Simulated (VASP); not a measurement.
# LiF: electric field gradients with PBE

LiF:

```
Li F
1.0
     0.00000    2.03065    2.03065
     2.03065    0.00000    2.03065
     2.03065    2.03065    0.00000
Li F
1 1
Cartesian
  0.0000 0.0000 0.0000
  2.0306 2.0306 2.0306
```

This cell differs from its parent crystal: volume scaled by 1.025.

- Program: VASP 6.6.1
- Task: electric field gradients
- Functional: PBE
- Potentials or basis: VASP PAW PBE potentials, release 64 (Li_sv, F)
- Cutoff: 520 eV
- k mesh: 10 × 10 × 10
- Occupations: fermi-dirac, width 0.03 eV
- Spin: no spin polarisation
- Dipole correction: no
- Further INCAR settings: ALGO = Normal; EDIFF = 1e-08; NBANDS = 12

```
Band gap on the k mesh : 8.87 eV, direct
```

Levels at points of the mesh, in eV from the valence-band top:
```
           k point  band 2  band 3  band 4  band 5  band 6  band 7  band 8  band 9
(0.00, 0.00, 0.00)  -19.91    0.00    0.00    0.00    8.87   23.64   23.64   23.64
(0.50, 0.00, 0.00)  -19.49   -2.44   -0.22   -0.22   10.64   16.45   18.70   18.70
(0.50, 0.50, 0.00)  -19.24   -2.90   -0.96   -0.96   14.58   16.36   17.15   19.95
```

Run time: 4 s on 1 thread of Intel(R) Xeon(R) 6975P-C (Granite Rapids), on a shared host, peak memory 0.13 GiB.

Caveat: without QUAD_EFG the Cq values of the log hold for a quadrupole moment of 1 mb, not for the nuclei. A k mesh can miss the band edges.
